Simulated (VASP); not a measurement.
# N (C2/m) in VASP: further runs

Runs on N. Level: PBEsol. Tasks: single point.

All numbers are computed with VASP 6.6.1; they aren't measurements. Logs are shortened: lines on timing, memory, paths and dates and some standing lists are left out, and cuts for length are marked.

### Step 1. The cell of the first run

It takes space group C2/m (No. 12, monoclinic). The conventional cell has a = 8.012 Å, b = 4.626 Å, c = 14.584 Å, α = 90.00°, β = 105.94°, γ = 90.00°. Within 1.5 Å of N (site symmetry m) lie 1 N at 1.10 Å. N (site symmetry m) has 1 N at 1.10 Å within 1.5 Å. N (site symmetry m) has 1 N at 1.10 Å within 1.5 Å. N (site symmetry m) has 1 N at 1.10 Å within 1.5 Å.

### Step 2. Single point, PBEsol

INCAR

```
SYSTEM = N
ALGO     = Normal         ! electronic algorithm
EDIFF    = 1E-6           ! SCF threshold, eV
ENCUT    = 520            ! plane-wave cutoff, eV
GGA      = PS             ! functional
ISIF     = 2              ! what is computed and relaxed
ISMEAR   = 0              ! smearing method
ISYM     = 0            
LASPH    = .TRUE.         ! aspherical terms in the spheres
LCHARG   = .TRUE.         ! write CHGCAR
LELF     = .TRUE.         ! ELF
LREAL    = .FALSE.        ! projectors in reciprocal space
LVHAR    = .TRUE.       
LWAVE    = .FALSE.        ! write WAVECAR
NBANDS   = 30             ! bands
NELM     = 100            ! most SCF steps
PREC     = Accurate       ! precision mode
SIGMA    = 0.05           ! smearing width, eV
```

KPOINTS

```
k-points
0
G
  6 6 2
  0 0 0
```

POSCAR

```
N
1.0
   -4.6258169325      0.0000000000      0.0000000000
   -2.3129084662     -4.0060749768      0.0000000000
   -1.1564542331      2.0030374884     14.0224973438
N
8
Direct
   -0.1237761329      0.7904427995      0.9142189324
    0.1262238671      0.5404427995      0.4142189324
   -0.0845572005      0.7512238671      0.8357810676
    0.1654427995      0.5012238671      0.3357810676
    0.5845572005      0.7487761329      0.1642189324
    0.3345572005      0.9987761329      0.6642189324
    0.6237761329      0.7095572005      0.0857810676
    0.3737761329      0.9595572005      0.5857810676
```

Potentials or basis: VASP PAW PBE potentials, release 64 (N).

Command:

```bash
$ cat potpaw_PBE.64/N/POTCAR > POTCAR
$ mpirun -np 1 vasp_std > vasp.out
```

OUTCAR:

```text
SYSTEM = N
   EDIFF = 1E-6
   ENCUT = 520
   GGA = PS
   ISIF = 2
   ISMEAR = 0
   ISYM = 0
   LASPH = .TRUE.
   LREAL = .FALSE.
   NELM = 100
   PREC = Accurate

 ion  position               nearest neighbor table
   1  0.876  0.790  0.914-   3 1.10
   2  0.126  0.540  0.414-   4 1.10
   3  0.915  0.751  0.836-   1 1.10
   4  0.165  0.501  0.336-   2 1.10
   5  0.585  0.749  0.164-   7 1.10
   6  0.335  0.999  0.664-   8 1.10
   7  0.624  0.710  0.086-   5 1.10
   8  0.374  0.960  0.586-   6 1.10

IMPORTANT INFORMATION: All symmetrisations will be switched off!
NOSYMM: (Re-)initialisation of all symmetry stuff for point group C_1.

----------------------------------------------------------------------------------------

                                     Primitive cell

  volume of cell :     259.8561

  direct lattice vectors                    reciprocal lattice vectors
    -4.625816933  0.000000000  0.000000000    -0.216178032  0.124810445 -0.035656987
    -2.312908466 -4.006074977  0.000000000     0.000000000 -0.249620890  0.035656987
    -1.156454233  2.003037488 14.022497344     0.000000000  0.000000000  0.071313973

  length of vectors
     4.625816933  4.625816932 14.211965991     0.252154733  0.252154733  0.071313973

  position of ions in fractional coordinates (direct lattice)
     0.876223867  0.790442799  0.914218932
     0.126223867  0.540442799  0.414218932
     0.915442799  0.751223867  0.835781068
     0.165442799  0.501223867  0.335781068
     0.584557201  0.748776133  0.164218932
     0.334557201  0.998776133  0.664218932
     0.623776133  0.709557201  0.085781068
     0.373776133  0.959557201  0.585781068

  ion indices of the primitive-cell ions
   primitive index   ion index
                 1           1
                 2           2
                 3           3
                 4           4
                 5           5
                 6           6
                 7           7
                 8           8

----------------------------------------------------------------------------------------

 KPOINTS: k-points

Automatic generation of k-mesh.
 Grid dimensions read from file:
 generate k-points for:    6    6    2

 Generating k-lattice:

  Cartesian coordinates                     Fractional coordinates (reciprocal lattice)
    -0.036029672  0.020801741 -0.005942831     0.166666667  0.000000000  0.000000000
     0.000000000 -0.041603482  0.005942831     0.000000000  0.166666667  0.000000000
     0.000000000  0.000000000  0.035656987     0.000000000  0.000000000  0.500000000

  Length of vectors
     0.042025789  0.042025789  0.035656987

  Shift w.r.t. Gamma in fractional coordinates (k-lattice)
     0.000000000  0.000000000  0.000000000

 -----------------------------------------------------------------------------
|                                                                             |
|           W    W    AA    RRRRR   N    N  II  N    N   GGGG   !!!           |
|           W    W   A  A   R    R  NN   N  II  NN   N  G    G  !!!           |
|           W    W  A    A  R    R  N N  N  II  N N  N  G       !!!           |
|           W WW W  AAAAAA  RRRRR   N  N N  II  N  N N  G  GGG   !            |
|           WW  WW  A    A  R   R   N   NN  II  N   NN  G    G                |
|           W    W  A    A  R    R  N    N  II  N    N   GGGG   !!!           |
|                                                                             |
|     Your reciprocal lattice and k-lattice belong to different lattice       |
|     classes:                                                                |
|                                                                             |
|        The reciprocal lattice is body-centered orthorhombic,                |
|        whereas your k-lattice is base-centered monoclinic.                  |
|                                                                             |
|     Results are often still useful ...                                      |
[... 44 lines left out ...]
 non-spin polarized calculation
 Gauss-broadening in eV      SIGMA  =   0.05
  energy-cutoff  :      520.00
  volume of cell :      259.86
 maximum number of plane-waves:      7028
 NGX is ok and might be reduce to    36
   NGX = 17   NGY = 17   NGZ = 53

 number of electron      40.0000008 magnetization

 Free energy of the ion-electron system (eV)
  ---------------------------------------------------
  ext. energy  EPLUGINS =         0.00000000
  ---------------------------------------------------
  free energy    TOTEN  =       -68.17059301 eV

  energy without entropy =      -68.17059301  energy(sigma->0) =      -68.17059301

 E-fermi :  -6.9576     XC(G=0):  -5.0687

 val. band max:       -7.2177133346   @ k =   0.0000   0.0000   0.0000
 cond. band min:      -0.0048949401   @ k =  -0.3333   0.3333   0.5000
 fundamental gap:      7.2128183945
 Fermi energy:        -6.9575899637

 k-point     1 :       0.0000    0.0000    0.0000
  band No.  band energies     occupation
      1     -25.9020      2.00000
      2     -25.8943      2.00000
      3     -25.8841      2.00000
      4     -25.8662      2.00000
      5     -11.2828      2.00000
      6     -11.0229      2.00000
[... 22 lines left out ...]
     29       2.2211      0.00000
     30       2.5222      0.00000

 k-point     2 :       0.1667    0.0000    0.0000
  band No.  band energies     occupation
      1     -25.9004      2.00000
      2     -25.8938      2.00000
      3     -25.8831      2.00000
      4     -25.8655      2.00000
      5     -11.2606      2.00000
      6     -11.0221      2.00000
[... 22 lines left out ...]
     29       2.4337      0.00000
     30       2.7442      0.00000

 k-point     3 :       0.3333    0.0000    0.0000
  band No.  band energies     occupation
      1     -25.8971      2.00000
      2     -25.8929      2.00000
      3     -25.8814      2.00000
      4     -25.8641      2.00000
      5     -11.2172      2.00000
      6     -10.9984      2.00000
[... 682 lines left out ...]
     29       3.0139      0.00000
     30       3.2729      0.00000

 k-point    24 :       0.5000   -0.0000    0.5000
  band No.  band energies     occupation
      1     -25.8951      2.00000
      2     -25.8926      2.00000
      3     -25.8805      2.00000
      4     -25.8634      2.00000
      5     -11.1973      2.00000
      6     -10.9564      2.00000
[... 22 lines left out ...]
     29       3.4949      0.00000
     30       4.0798      0.00000

 [... further k-points ...]

------------------------ aborting loop because EDIFF is reached ----------------------------------------

  FORCE on cell =-STRESS in cart. coord.  units (eV):
  Direction    XX          YY          ZZ          XY          YZ          ZX
  --------------------------------------------------------------------------------------
  -------------------------------------------------------------------------------------
  Total       -0.0119124     -0.1414044      8.6853063      0.1121366      0.1795574      0.3115001
  in kB       -0.0734476     -0.8718474     53.5504152      0.6913929      1.1070854      1.9205952
  external PRESSURE =      17.5350401 kB  Pullay stress =       0.0000000 kB

 VOLUME and BASIS-vectors are now :
 -----------------------------------------------------------------------------
  energy-cutoff  :      520.00
  volume of cell :      259.86
      direct lattice vectors                 reciprocal lattice vectors
    -4.625816933  0.000000000  0.000000000    -0.216178032  0.124810445 -0.035656987
    -2.312908466 -4.006074977  0.000000000     0.000000000 -0.249620890  0.035656987
    -1.156454233  2.003037488 14.022497344     0.000000000  0.000000000  0.071313973

 POSITION                                       TOTAL-FORCE (eV/Angst)
 -----------------------------------------------------------------------------------
     -6.93873     -1.33536     12.81963        -0.213724     -0.123350      1.684910
     -2.31291     -1.33536      5.80838        -0.000010      0.000031      1.883504
     -6.93873     -1.33536     11.71974         0.044101      0.025426     -1.945816
     -2.31291     -1.33536      4.70849         0.000001     -0.000036     -1.883931
     -4.62582     -2.67072      2.30276        -0.044101     -0.025426      1.945777
     -4.62582     -2.67072      9.31401        -0.000001      0.000036      1.883915
     -4.62582     -2.67072      1.20286         0.213723      0.123350     -1.684874
     -4.62582     -2.67072      8.21411         0.000010     -0.000031     -1.883486
 -----------------------------------------------------------------------------------
    total drift:                               -0.000000     -0.000001     -0.000009

  FREE ENERGIE OF THE ION-ELECTRON SYSTEM (eV)
  ---------------------------------------------------
  free  energy   TOTEN  =       -68.1705930068 eV

  energy  without entropy=      -68.1705930068  energy(sigma->0) =      -68.17059301
```

Wall time 3.2 min (1 thread of Intel Xeon 6975P-C (Granite Rapids), shared host); peak memory 0.48 GiB.

Results:

| Property | Result |
| --- | --- |
| Free energy | -68.1706 eV |
| Pressure | 1.8 GPa |
| Largest force | 1.946 eV/Å |
| Band gap on the k mesh | 7.21 eV (least direct gap 7.28 eV) |

Forces in eV/Å, atoms in the order of the input:
```
N   -0.214 -0.123  1.685
N    0.000  0.000  1.884
N    0.044  0.025 -1.946
N    0.000  0.000 -1.884
N   -0.044 -0.025  1.946
N    0.000  0.000  1.884
N    0.214  0.123 -1.685
N    0.000  0.000 -1.883
```

Stress tensor (GPa, compression positive):
```
-0.01  0.07  0.19
 0.07 -0.09  0.11
 0.19  0.11  5.36
```

Levels at points of the mesh, in eV from the valence-band top:
```csv
k point,band 16,band 17,band 18,band 19,band 20,band 21,band 22,band 23,band 24,band 25
"(0.00, 0.00, 0.00)",-1.90,-1.01,-0.57,-0.43,0.00,7.64,7.67,7.69,7.84,7.85
"(0.50, 0.00, 0.00)",-1.92,-0.78,-0.54,-0.40,-0.06,7.27,7.37,7.51,7.65,7.73
"(0.00, 0.50, 0.00)",-1.91,-0.78,-0.52,-0.43,-0.05,7.23,7.48,7.49,7.58,7.72
"(0.50, 0.50, 0.00)",-1.91,-0.75,-0.53,-0.43,-0.08,7.33,7.51,7.53,7.53,7.64
"(0.00, 0.00, 0.50)",-1.89,-0.92,-0.77,-0.28,-0.04,7.61,7.69,7.71,7.83,7.86
"(0.50, 0.00, 0.50)",-1.91,-0.78,-0.52,-0.43,-0.05,7.23,7.48,7.49,7.58,7.72
"(0.00, 0.50, 0.50)",-1.92,-0.78,-0.54,-0.40,-0.06,7.27,7.37,7.51,7.65,7.73
"(0.50, 0.50, 0.50)",-1.90,-0.75,-0.55,-0.41,-0.09,7.35,7.41,7.46,7.71,7.77
```

Caveat: the standard files for N, O and F lose accuracy on very short bonds; the stress differs along the axes, from -0 to 5 GPa; this functional lacks dispersion, which holds the molecules together, so the pressure and a relaxed volume are unreliable; the PAW data sets were made with another functional, which shifts forces and pressure a little. A k mesh can miss the band edges.

### Step 3. Single point, PBEsol (the part above a cut slid along it)

INCAR

```
SYSTEM = N
PREC     = Accurate       ! precision mode
ENCUT    = 520            ! plane-wave cutoff, eV
EDIFF    = 1E-6           ! SCF threshold, eV
ISMEAR   = 0              ! smearing method
SIGMA    = 0.05           ! smearing width, eV
LREAL    = .FALSE.        ! projectors in reciprocal space
LASPH    = .TRUE.         ! aspherical terms in the spheres
NELM     = 80             ! most SCF steps
ALGO     = Normal         ! electronic algorithm
ISIF     = 2              ! what is computed and relaxed
LWAVE    = .FALSE.        ! write WAVECAR
LCHARG   = .FALSE.        ! write CHGCAR
GGA      = PS             ! functional
NBANDS   = 30             ! bands
ISYM     = 0
```

KPOINTS

```
Automatic mesh
0
G
  6 6 2
  0 0 0
```

POSCAR

```
N
1.0
   -4.6258169325      0.0000000000      0.0000000000
   -2.3129084662     -4.0060749768      0.0000000000
   -1.1564542331      2.0030374884     14.3224973438
N
8
Direct
   -0.1142014870      0.7808681537      0.8950696407
    0.1305619960      0.5361046706      0.4055426746
   -0.0758040370      0.7424707037      0.8182747407
    0.1689594460      0.4977072206      0.3287477746
    0.5862770709      0.7470562624      0.1607791915
    0.3415135879      0.9918197455      0.6503061576
    0.6246745209      0.7086588124      0.0839842915
    0.3799110378      0.9534222955      0.5735112577
```

Potentials or basis: VASP PAW PBE potentials, release 64 (N).

Command:

```bash
$ cat potpaw_PBE.64/N/POTCAR > POTCAR
$ mpirun -np 1 vasp_std > vasp.out
```

It took 3.1 min on 1 thread of Intel Xeon 6975P-C (Granite Rapids), shared host; peak memory 0.49 GiB.

The run converged. Its results:

| Property | Result |
| --- | --- |
| Free energy | -68.2213 eV |
| Pressure | 1.6 GPa |
| Largest force | 1.917 eV/Å |
| Band gap on the k mesh | 7.34 eV (least direct gap 7.44 eV) |

Forces on the atoms (eV/Å):
```
N   -0.083 -0.048  1.816
N    0.000  0.000  1.882
N    0.020  0.012 -1.916
N    0.000  0.000 -1.883
N   -0.020 -0.012  1.915
N    0.000  0.000  1.883
N    0.083  0.048 -1.814
N    0.000  0.000 -1.883
```

Stress tensor (GPa, compression positive):
```
-0.08  0.02  0.08
 0.02 -0.11  0.04
 0.08  0.04  4.99
```

Levels at points of the mesh, in eV from the valence-band top:
```csv
k point,band 16,band 17,band 18,band 19,band 20,band 21,band 22,band 23,band 24,band 25
"(0.00, 0.00, 0.00)",-1.79,-0.83,-0.42,-0.36,0.00,7.77,7.80,7.83,7.93,8.00
"(0.50, 0.00, 0.00)",-1.80,-0.57,-0.43,-0.28,-0.09,7.43,7.48,7.62,7.78,7.86
"(0.00, 0.50, 0.00)",-1.80,-0.57,-0.40,-0.32,-0.08,7.38,7.60,7.63,7.68,7.81
"(0.50, 0.50, 0.00)",-1.81,-0.55,-0.40,-0.33,-0.10,7.43,7.64,7.64,7.68,7.73
"(0.00, 0.00, 0.50)",-1.79,-0.71,-0.67,-0.16,-0.07,7.76,7.80,7.86,7.95,7.97
"(0.50, 0.00, 0.50)",-1.80,-0.57,-0.40,-0.32,-0.08,7.38,7.60,7.63,7.68,7.81
"(0.00, 0.50, 0.50)",-1.80,-0.57,-0.43,-0.28,-0.09,7.43,7.48,7.62,7.78,7.86
"(0.50, 0.50, 0.50)",-1.79,-0.54,-0.43,-0.29,-0.11,7.47,7.55,7.56,7.81,7.88
```

Caveat: the cell differs from its parent crystal (the part above a cut slid along it); the standard files for N, O and F lose accuracy on very short bonds; the stress differs along the axes, from -0 to 5 GPa; this functional lacks dispersion, which holds the molecules together, so the pressure and a relaxed volume are unreliable; the PAW data sets were made with another functional, which shifts forces and pressure a little.

### Step 4. Single point, PBEsol (the part above a cut slid along it)

INCAR

```
PREC = Accurate
ENCUT = 520
EDIFF = 1E-6
ISMEAR = 0
SIGMA = 0.05
LREAL = F
LASPH = T
NELM = 100
ALGO = Normal
ISIF = 2
LWAVE = F
LCHARG = T
GGA = PS
LELF = T
LVHAR = T
ISYM = 0
NBANDS = 30
```

KPOINTS

```
regular mesh
0
Gamma
  6 6 2
```

POSCAR

```
N
1.0
   -4.6258169325      0.0000000000      0.0000000000
   -2.3129084662     -4.0060749768      0.0000000000
   -1.1564542331      2.0030374884     14.7224973438
N
8
Direct
   -0.1020422776      0.7687089443      0.8707512219
    0.1360711521      0.5305955146      0.3945243625
   -0.0646880596      0.7313547263      0.7960427859
    0.1734253701      0.4932412966      0.3198159265
    0.5884612002      0.7448721331      0.1564109328
    0.3503477706      0.9829855628      0.6326377922
    0.6258154183      0.7075179151      0.0817024968
    0.3877019886      0.9456313448      0.5579293562
```

Command:

```bash
$ cat potpaw_PBE.64/N/POTCAR > POTCAR
$ mpirun -np 1 vasp_std > vasp.out
```

It took 2.8 min on 1 thread of Intel Xeon 6975P-C (Granite Rapids), shared host; peak memory 0.5 GiB.

Results (log left out):

| Property | Result |
| --- | --- |
| Free energy | -68.2425 eV |
| Pressure | 1.5 GPa |
| Largest force | 1.900 eV/Å |
| Band gap on the k mesh | 7.41 eV (least direct gap 7.56 eV) |

Forces in eV/Å, atoms in the order of the input:
```
N   -0.024 -0.014  1.878
N    0.000  0.000  1.884
N    0.008  0.005 -1.899
N    0.000  0.000 -1.884
N   -0.008 -0.004  1.900
N    0.000  0.000  1.882
N    0.024  0.014 -1.877
N    0.000  0.000 -1.883
```

Stress tensor (GPa, compression positive):
```
-0.11  0.01  0.02
 0.01 -0.11  0.01
 0.02  0.01  4.71
```

Levels at points of the mesh, in eV from the valence-band top:
| k point | band 17 | band 18 | band 19 | band 20 | band 21 | band 22 | band 23 | band 24 |
| --- | --- | --- | --- | --- | --- | --- | --- | --- |
| (0.00, 0.00, 0.00) | -0.71 | -0.36 | -0.31 | 0.00 | 7.85 | 7.86 | 7.93 | 7.98 |
| (0.50, 0.00, 0.00) | -0.42 | -0.37 | -0.21 | -0.14 | 7.54 | 7.54 | 7.68 | 7.86 |
| (0.00, 0.50, 0.00) | -0.43 | -0.31 | -0.27 | -0.12 | 7.47 | 7.67 | 7.72 | 7.72 |
| (0.50, 0.50, 0.00) | -0.42 | -0.31 | -0.28 | -0.12 | 7.50 | 7.69 | 7.69 | 7.78 |
| (0.00, 0.00, 0.50) | -0.62 | -0.56 | -0.11 | -0.08 | 7.84 | 7.86 | 7.95 | 8.00 |
| (0.50, 0.00, 0.50) | -0.43 | -0.31 | -0.27 | -0.12 | 7.47 | 7.67 | 7.72 | 7.72 |
| (0.00, 0.50, 0.50) | -0.42 | -0.37 | -0.21 | -0.14 | 7.54 | 7.54 | 7.68 | 7.86 |
| (0.50, 0.50, 0.50) | -0.40 | -0.37 | -0.21 | -0.15 | 7.53 | 7.61 | 7.65 | 7.86 |

Caveat: the cell differs from its parent crystal (the part above a cut slid along it); the standard files for N, O and F lose accuracy on very short bonds; this functional lacks dispersion, which holds the molecules together, so the pressure and a relaxed volume are unreliable; the PAW data sets were made with another functional, which shifts forces and pressure a little; this functional lacks dispersion, which binds layers or chains, so the pressure and a relaxed spacing across them are unreliable. A k mesh can miss the band edges.

### Step 5. The runs side by side

```csv
cell,gap on the mesh (eV),pressure (GPa),largest force (eV/Å)
"a = 4.626, b = 4.626, c = 14.212 Å, angles 94.7, 85.3, 60.0°, 8 atoms",7.21,1.8,1.95
"a = 4.626, b = 4.626, c = 14.508 Å, angles 94.6, 85.4, 60.0°, 8 atoms",7.34,1.6,1.92
"a = 4.626, b = 4.626, c = 14.903 Å, angles 94.5, 85.5, 60.0°, 8 atoms",7.41,1.5,1.90
```

Alike in all rows: task single point; level PBEsol; potentials or basis VASP PAW PBE potentials, release 64 (N); no spin polarisation; k mesh 6 × 6 × 2; cutoff (eV) 520; smearing gaussian 0.05 eV.

Caveats: the standard files for N, O and F lose accuracy on very short bonds; this functional lacks dispersion, which holds the molecules together, so the pressure and a relaxed volume are unreliable; the PAW data sets were made with another functional, which shifts forces and pressure a little; the stress differs along the axes, from -0 to 5 GPa (at least some runs); this functional lacks dispersion, which binds layers or chains, so the pressure and a relaxed spacing across them are unreliable (at least some runs).

Total energies depend on the potentials used, so only differences within one code and one set of settings carry meaning.
